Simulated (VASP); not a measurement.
A run of VASP 6.6.1 is set up as follows.

Contents of INCAR:

```
PREC = Accurate ; ENCUT = 520
EDIFF = 1E-7 ; ISMEAR = -1
SIGMA = 0.1 ; LREAL = F
LASPH = T ; NELM = 100
ALGO = Normal ; ISIF = 2
LWAVE = F ; LCHARG = F
GGA = PE ; NBANDS = 13
```

Contents of KPOINTS:

```
Automatic mesh
0
Gamma
  15 15 15
```

The input POSCAR:

```
Ru
1.0
    2.5121183175      0.0000000000      0.0000000000
    0.0000000000      2.5121183175      0.0000000000
    0.0000000000      0.0000000000      2.5121183175
Ru
1
Direct
    0.0000000000      0.0000000000      0.0000000000
```

Potentials or basis: VASP PAW PBE potentials, release 64 (Ru_pv).

The run is started by

```bash
$ cat potpaw_PBE.64/Ru_pv/POTCAR > POTCAR
$ mpirun -np 1 vasp_std > vasp.out
```

(1) Predict the band gap on the k mesh.

(2) What does it give for the pressure?

Results:

(1) zero (band 7 reaches 13.95 eV, above the bottom of band 8 at 9.42 eV).

(2) 0.1 GPa.
